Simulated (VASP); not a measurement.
# Ge (Fm-3m) in VASP: further runs

Ge is run at these levels: PBE; tasks: single point.

All numbers are computed with VASP 6.6.1; they aren't measurements. Logs are shortened: lines on timing, memory, paths and dates and some standing lists are left out, and cuts for length are marked.

### 1 The cell of the first run

It takes space group Fm-3m (No. 225, cubic). Conventional cell: a = 4.309 Å, b = 4.309 Å, c = 4.309 Å, α = 90.00°, β = 90.00°, γ = 90.00°. Ge (site symmetry m-3m) has 12 Ge at 3.05 Å within 4.0 Å.

### 2 Single point, PBE

Input file INCAR:

```
ALGO = Normal
EDIFF = 1E-6
ENCUT = 520
GGA = PE
ISIF = 2
ISMEAR = -1
LASPH = T
LCHARG = F
LREAL = F
LWAVE = F
NBANDS = 13
NELM = 60
PREC = Accurate
SIGMA = 0.06122561905347299
```

Input file KPOINTS:

```
k-points
0
Gamma
  44 44 44
```

Input file POSCAR:

```
Ge
1.0
    0.0000000000      2.1545521362      2.1545521362
    2.1545521362      0.0000000000      2.1545521362
    2.1545521362      2.1545521362      0.0000000000
Ge
1
Direct
    0.0000000000      0.0000000000      0.0000000000
```

Potentials or basis: VASP PAW PBE potentials, release 64 (Ge_d).

Run with:

```
$ cat potpaw_PBE.64/Ge_d/POTCAR > POTCAR
$ mpirun -np 1 vasp_std > vasp.out
```

OUTCAR:

```text
EDIFF = 1E-6
   ENCUT = 520
   GGA = PE
   ISIF = 2
   ISMEAR = -1
   LASPH = T
   LREAL = F
   NELM = 60
   PREC = Accurate

 ion  position               nearest neighbor table
   1  0.000  0.000  0.000-

  LATTYP: Found a face centered cubic cell.
 ALAT       =     4.3091042724

  Lattice vectors:

 A1 = (   0.0000000000,   2.1545521362,   2.1545521362)
 A2 = (   2.1545521362,   0.0000000000,   2.1545521362)
 A3 = (   2.1545521362,   2.1545521362,   0.0000000000)

Analysis of symmetry for initial positions (statically):
=====================================================================
 Subroutine PRICEL returns:
 Original cell was already a primitive cell.

 Routine SETGRP: Setting up the symmetry group for a
 face centered cubic supercell.

 Subroutine GETGRP returns: Found 48 space group operations
 (whereof 48 operations were pure point group operations)
 out of a pool of 48 trial point group operations.

The static configuration has the point symmetry O_h .

Analysis of symmetry for dynamics (positions and initial velocities):
=====================================================================
 Subroutine PRICEL returns:
 Original cell was already a primitive cell.

 Routine SETGRP: Setting up the symmetry group for a
 face centered cubic supercell.

 Subroutine GETGRP returns: Found 48 space group operations
 (whereof 48 operations were pure point group operations)
 out of a pool of 48 trial point group operations.

The dynamic configuration has the point symmetry O_h .

 Subroutine INISYM returns: Found 48 space group operations
 (whereof 48 operations are pure point group operations),
 and found     1 'primitive' translations

----------------------------------------------------------------------------------------

                                     Primitive cell

  volume of cell :      20.0033

  direct lattice vectors                    reciprocal lattice vectors
     0.000000000  2.154552136  2.154552136    -0.232066791  0.232066791  0.232066791
     2.154552136  0.000000000  2.154552136     0.232066791 -0.232066791  0.232066791
     2.154552136  2.154552136  0.000000000     0.232066791  0.232066791 -0.232066791

  length of vectors
     3.046996852  3.046996852  3.046996852     0.401951473  0.401951473  0.401951473

  position of ions in fractional coordinates (direct lattice)
     0.000000000  0.000000000  0.000000000

  ion indices of the primitive-cell ions
   primitive index   ion index
                 1           1

----------------------------------------------------------------------------------------

 KPOINTS: k-points

Automatic generation of k-mesh.
 Grid dimensions read from file:
 generate k-points for:   44   44   44

 Generating k-lattice:

  Cartesian coordinates                     Fractional coordinates (reciprocal lattice)
    -0.005274245  0.005274245  0.005274245     0.022727273  0.000000000  0.000000000
     0.005274245 -0.005274245  0.005274245     0.000000000  0.022727273  0.000000000
     0.005274245  0.005274245 -0.005274245     0.000000000  0.000000000  0.022727273

  Length of vectors
     0.009135261  0.009135261  0.009135261

  Shift w.r.t. Gamma in fractional coordinates (k-lattice)
     0.000000000  0.000000000  0.000000000

 Subroutine IBZKPT returns following result:
 ===========================================

 Found   2168 irreducible k-points:

 Following reciprocal coordinates:
            Coordinates               Weight
  0.000000  0.000000  0.000000      1.000000
  0.022727  0.000000  0.000000      8.000000
  0.045455  0.000000  0.000000      8.000000
  0.068182  0.000000  0.000000      8.000000
  0.090909  0.000000  0.000000      8.000000
  0.113636  0.000000  0.000000      8.000000
[... 16 lines left out ...]
  0.500000  0.000000  0.000000      4.000000
  0.022727  0.022727  0.000000      6.000000
 [... further k-points ...]
   k-points           NKPTS =   2168   k-points in BZ     NKDIM =   2168   number of bands    NBANDS=     13
   number of dos      NEDOS =    301   number of ions     NIONS =      1
   total plane-waves  NPLWV =  13824
   dimension x,y,z NGX =    24 NGY =   24 NGZ =   24
   dimension x,y,z NGXF=    48 NGYF=   48 NGZF=   48
   ions per type =               1
   NGX,Y,Z   is equivalent  to a cutoff of  13.09, 13.09, 13.09 a.u.
   NGXF,Y,Z  is equivalent  to a cutoff of  26.19, 26.19, 26.19 a.u.
 SYSTEM =  unknown system
   PREC   = accura    normal or accurate (medium, high low for compatibility)
   ISTART =      0    job   : 0-new  1-cont  2-samecut
   ICHARG =      2    charge: 1-file 2-atom 10-const
   ISPIN  =      1    spin polarized calculation?
   LNONCOLLINEAR =      F non collinear calculations
   LSORBIT =      F    spin-orbit coupling
   LASPH  =      T    aspherical Exc in radial PAW
   ENCUT  =  520.0 eV  38.22 Ry    6.18 a.u.   5.67  5.67  5.67*2*pi/ulx,y,z
   NELM   =     60;   NELMIN=  2; NELMDL= -5     # of ELM steps
   EDIFF  = 0.1E-05   stopping-criterion for ELM
   LREAL  =      F    real-space projection
   EDIFFG = 0.1E-04   stopping-criterion for IOM
   NSW    =      0    number of steps for IOM
   IBRION =     -1    ionic relax: 0-MD 1-quasi-New 2-CG
   NFREE  =      0    steps in history (QN), initial steepest desc. (CG)
   ISIF   =      2    stress and relaxation
   ISYM   =      2    0-nonsym 1-usesym 2-fastsym
   POTIM  = 0.5000    time-step for ionic-motion
   TEBEG  =    0.0;   TEEND  =   0.0 temperature during run
   PSTRESS=    0.0 pullay stress
   NELECT =      14.0000    total number of electrons
   NUPDOWN=      -1.0000    fix difference up-down
   EMIN   =  10.00;   EMAX   =-10.00  energy-range for DOS
   EFERMI =   0.00;   METHOD = LEGACY
   ISMEAR =    -1;   SIGMA  =   0.06  broadening in eV -4-tet -1-fermi 0-gaus
   EFERMI_NEDOS =   21; number of points for ismear=-14 and -15
   IALGO  =     38    algorithm
   IMIX   =      4    mixing-type and parameters
     AMIX     =   0.40;   BMIX     =  1.00
     AMIX_MAG =   1.60;   BMIX_MAG =  1.00
  volume/ion in A,a.u.               =      20.00       134.99
  Fermi-wavevector in a.u.,A,eV,Ry     =   1.453507  2.746730 28.744797  2.112683
  Thomas-Fermi vector in A             =   2.570766
   LORBIT       =      0    0 simple, 1 ext, 2 COOP (PROOUT), +10 PAW based schemes
   GGA     = PE    functional components
   LHFCALC =     F    Hartree Fock is set to
   AEXX    =    0.0000 exact exchange contribution
   IVDW    =     0    specifies the selected vdW correction
   LEPSILON=     F    determine dielectric tensor
   LRPA    =     F    only Hartree local field effects (RPA)
 non-spin polarized calculation
  energy-cutoff  :      520.00
  volume of cell :       20.00
 maximum number of plane-waves:       556
   NGX = 11   NGY = 11   NGZ = 11

 number of electron      14.0000011 magnetization

 Free energy of the ion-electron system (eV)
  ---------------------------------------------------
  ext. energy  EPLUGINS =         0.00000000
  ---------------------------------------------------
  free energy    TOTEN  =        -4.18873022 eV

  energy without entropy =       -4.18307702  energy(sigma->0) =       -4.18590362

 E-fermi :   6.2550     XC(G=0): -11.0070

 val. band max:        6.2523028166   @ k =  -0.2955   0.3182   0.1364
 cond. band min:       6.2573358787   @ k =   0.3864   0.2273   0.0227
 fundamental gap:      0.0050330621
 Fermi energy:         6.2549790734

 k-point     1 :       0.0000    0.0000    0.0000
  band No.  band energies     occupation
      1     -18.5278      2.00000
      2     -18.5278      2.00000
      3     -18.5278      2.00000
      4     -18.4870      2.00000
      5     -18.4870      2.00000
      6      -6.5117      2.00000
      7      14.6232      0.00000
      8      14.6233      0.00000
      9      14.6233      0.00000
     10      19.8821      0.00000
     11      19.8821      0.00000
     12      19.8821      0.00000
     13      21.0240      0.00000

 k-point     2 :       0.0227    0.0000    0.0000
  band No.  band energies     occupation
      1     -18.5278      2.00000
      2     -18.5276      2.00000
      3     -18.5276      2.00000
      4     -18.4870      2.00000
      5     -18.4870      2.00000
      6      -6.4994      2.00000
      7      14.4884      0.00000
      8      14.6041      0.00000
      9      14.6042      0.00000
     10      19.7124      0.00000
     11      19.9164      0.00000
     12      19.9164      0.00000
     13      21.3075      0.00000

 k-point     3 :       0.0455    0.0000    0.0000
  band No.  band energies     occupation
      1     -18.5278      2.00000
      2     -18.5269      2.00000
      3     -18.5269      2.00000
      4     -18.4870      2.00000
      5     -18.4870      2.00000
      6      -6.4625      2.00000
      7      14.1104      0.00000
      8      14.5486      0.00000
      9      14.5486      0.00000
     10      19.4228      0.00000
     11      20.0164      0.00000
     12      20.0164      0.00000
     13      21.8908      0.00000

 k-point     4 :       0.0682    0.0000    0.0000
  band No.  band energies     occupation
      1     -18.5277      2.00000
      2     -18.5258      2.00000
      3     -18.5258      2.00000
      4     -18.4871      2.00000
      5     -18.4871      2.00000
      6      -6.4011      2.00000
      7      13.5501      0.00000
      8      14.4616      0.00000
      9      14.4616      0.00000
     10      19.1559      0.00000
     11      20.1738      0.00000
     12      20.1739      0.00000
     13      22.4209      0.00000

 k-point     5 :       0.0909    0.0000    0.0000
  band No.  band energies     occupation
      1     -18.5276      2.00000
      2     -18.5243      2.00000
      3     -18.5243      2.00000
      4     -18.4870      2.00000
      5     -18.4870      2.00000
      6      -6.3151      2.00000
      7      12.8705      0.00000
      8      14.3499      0.00000
      9      14.3499      0.00000
     10      18.9250      0.00000
     11      20.3746      0.00000
     12      20.3746      0.00000
     13      22.7523      0.00000

 k-point     6 :       0.1136    0.0000    0.0000
  band No.  band energies     occupation
      1     -18.5275      2.00000
      2     -18.5227      2.00000
      3     -18.5227      2.00000
      4     -18.4868      2.00000
      5     -18.4868      2.00000
      6      -6.2045      2.00000
      7      12.1194      0.00000
      8      14.2205      0.00000
      9      14.2206      0.00000
     10      18.7229      0.00000
     11      20.5977      0.00000
     12      20.5977      0.00000
     13      23.0444      0.00000

 k-point     7 :       0.1364    0.0000    0.0000
  band No.  band energies     occupation
      1     -18.5274      2.00000
      2     -18.5210      2.00000
      3     -18.5210      2.00000
      4     -18.4863      2.00000
      5     -18.4863      2.00000
      6      -6.0695      2.00000
      7      11.3293      0.00000
      8      14.0804      0.00000
      9      14.0804      0.00000
     10      18.5438      0.00000
     11      20.8105      0.00000
     12      20.8105      0.00000
     13      23.2918      0.00000
[... 193 lines left out ...]
 k-point    20 :       0.4318    0.0000    0.0000
  band No.  band energies     occupation
      1     -18.5283      2.00000
      2     -18.5235      2.00000
      3     -18.5235      2.00000
      4     -18.4496      2.00000
      5     -18.4496      2.00000
      6      -2.2967      2.00000
      7       1.9154      2.00000
      8      12.7423      0.00000
      9      12.7423      0.00000
     10      17.7563      0.00000
     11      18.7735      0.00000
     12      18.7735      0.00000
     13      20.0826      0.00000

 k-point    21 :       0.4545    0.0000    0.0000
  band No.  band energies     occupation
      1     -18.5284      2.00000
      2     -18.5240      2.00000
      3     -18.5240      2.00000
      4     -18.4481      2.00000
      5     -18.4481      2.00000
      6      -1.9548      2.00000
      7       1.4524      2.00000
      8      12.7141      0.00000
      9      12.7141      0.00000
     10      17.7705      0.00000
     11      18.6891      0.00000
     12      18.6891      0.00000
     13      19.9601      0.00000

 k-point    22 :       0.4773    0.0000    0.0000
  band No.  band energies     occupation
      1     -18.5284      2.00000
      2     -18.5243      2.00000
      3     -18.5243      2.00000
      4     -18.4471      2.00000
      5     -18.4471      2.00000
      6      -1.6951      2.00000
      7       1.1200      2.00000
      8      12.6973      0.00000
      9      12.6973      0.00000
     10      17.7811      0.00000
     11      18.6382      0.00000
     12      18.6382      0.00000
     13      19.8844      0.00000

 k-point    23 :       0.5000    0.0000    0.0000
  band No.  band energies     occupation
      1     -18.5285      2.00000
      2     -18.5244      2.00000
      3     -18.5244      2.00000
      4     -18.4468      2.00000
      5     -18.4468      2.00000
      6      -1.5935      2.00000
      7       0.9941      2.00000
      8      12.6917      0.00000
      9      12.6917      0.00000
     10      17.7850      0.00000
     11      18.6212      0.00000
     12      18.6212      0.00000
     13      19.8588      0.00000

 k-point    24 :       0.0227    0.0227    0.0000
  band No.  band energies     occupation
      1     -18.5281      2.00000
      2     -18.5274      2.00000
      3     -18.5274      2.00000
      4     -18.4872      2.00000
      5     -18.4868      2.00000
      6      -6.4953      2.00000
      7      14.5417      0.00000
      8      14.5417      0.00000
      9      14.5561      0.00000
     10      19.5676      0.00000
     11      19.9883      0.00000
     12      19.9883      0.00000
     13      21.3712      0.00000

 [... further k-points ...]
[... 5 lines left out ...]
  --------------------------------------------------------------------------------------
  -------------------------------------------------------------------------------------
  Total       -0.1801697     -0.1801697     -0.1801697     -0.0000000     -0.0000000      0.0000000
  in kB      -14.4308308    -14.4308308    -14.4308308     -0.0000000     -0.0000000      0.0000000
  external PRESSURE =     -14.4308308 kB  Pullay stress =       0.0000000 kB

 VOLUME and BASIS-vectors are now :
 -----------------------------------------------------------------------------
  energy-cutoff  :      520.00
  volume of cell :       20.00
      direct lattice vectors                 reciprocal lattice vectors
     0.000000000  2.154552136  2.154552136    -0.232066791  0.232066791  0.232066791
     2.154552136  0.000000000  2.154552136     0.232066791 -0.232066791  0.232066791
     2.154552136  2.154552136  0.000000000     0.232066791  0.232066791 -0.232066791

 POSITION                                       TOTAL-FORCE (eV/Angst)
 -----------------------------------------------------------------------------------
      0.00000      0.00000      0.00000        -0.000000      0.000000      0.000000
 -----------------------------------------------------------------------------------
    total drift:                               -0.000000      0.000000      0.000000

  FREE ENERGIE OF THE ION-ELECTRON SYSTEM (eV)
  ---------------------------------------------------
  free  energy   TOTEN  =        -4.1887302217 eV

  energy  without entropy=       -4.1830770196  energy(sigma->0) =       -4.18590362
```

Run time: 1.8 min. Hardware: 1 thread of Intel Xeon 6975P-C (Granite Rapids), shared host; peak memory 0.59 GiB.

What came out:

```yaml
Free_energy: -4.1887 eV
Pressure: -1.4 GPa
Band_gap_on_the_k_mesh: zero (band 7 reaches 14.62 eV, above the bottom of band 8 at 3.93 eV)
```

Levels at points of the mesh, in eV from the Fermi level:
```csv
k point,band 3,band 4,band 5,band 6,band 7,band 8,band 9,band 10,band 11,band 12
"(0.00, 0.00, 0.00)",-24.78,-24.74,-24.74,-12.77,8.37,8.37,8.37,13.63,13.63,13.63
"(0.50, 0.00, 0.00)",-24.78,-24.70,-24.70,-7.85,-5.26,6.44,6.44,11.53,12.37,12.37
"(0.50, 0.50, 0.00)",-24.71,-24.69,-24.69,-5.71,-4.07,2.48,2.48,6.18,6.59,27.00
```

### 3 Single point, PBE

This run uses another cell than the first one, of 20.40 Å³/atom, 1.020 times its volume.

Input file INCAR:

```
SYSTEM = Ge
ALGO     = Normal         ! electronic algorithm
EDIFF    = 1E-7           ! SCF threshold, eV
ENCUT    = 520            ! plane-wave cutoff, eV
GGA      = PE             ! functional
ISIF     = 2              ! what is computed and relaxed
ISMEAR   = -1             ! smearing method
LASPH    = .TRUE.         ! aspherical terms in the spheres
LCHARG   = .TRUE.         ! write CHGCAR
LELF     = .TRUE.         ! ELF
LREAL    = .FALSE.        ! projectors in reciprocal space
LVHAR    = .TRUE.       
LWAVE    = .FALSE.        ! write WAVECAR
NBANDS   = 13             ! bands
NELM     = 100            ! most SCF steps
PREC     = Accurate       ! precision mode
SIGMA    = 0.06122561905347299 ! smearing width, eV
```

Input file KPOINTS:

```
k-points
0
G
  44 44 44
  0 0 0
```

Input file POSCAR:

```
Ge
1.0
    0.0000000000      2.1685431265      2.1685431265
    2.1685431265      0.0000000000      2.1685431265
    2.1685431265      2.1685431265      0.0000000000
Ge
1
Direct
    0.0000000000      0.0000000000      0.0000000000
```

Potentials or basis: VASP PAW PBE potentials, release 64 (Ge_d).

Run with:

```
$ cat potpaw_PBE.64/Ge_d/POTCAR > POTCAR
$ mpirun -np 1 vasp_std > vasp.out
```

It took 2 min on 1 thread of Intel Xeon 6975P-C (Granite Rapids), shared host; peak memory 0.6 GiB.

Results (log left out):

| Property | Result |
| --- | --- |
| Free energy | -4.1842 eV |
| Pressure | -2.4 GPa |
| Band gap on the k mesh | zero (band 7 reaches 14.25 eV, above the bottom of band 8 at 3.77 eV) |

Levels at points of the mesh, in eV from the Fermi level:
```tsv
k point	band 5	band 6	band 7	band 8	band 9	band 10
(0.00, 0.00, 0.00)	-24.74	-12.61	8.19	8.19	8.19	13.51
(0.50, 0.00, 0.00)	-24.70	-7.81	-5.15	6.31	6.31	11.34
(0.50, 0.50, 0.00)	-24.69	-5.73	-3.98	2.44	2.44	6.12
```
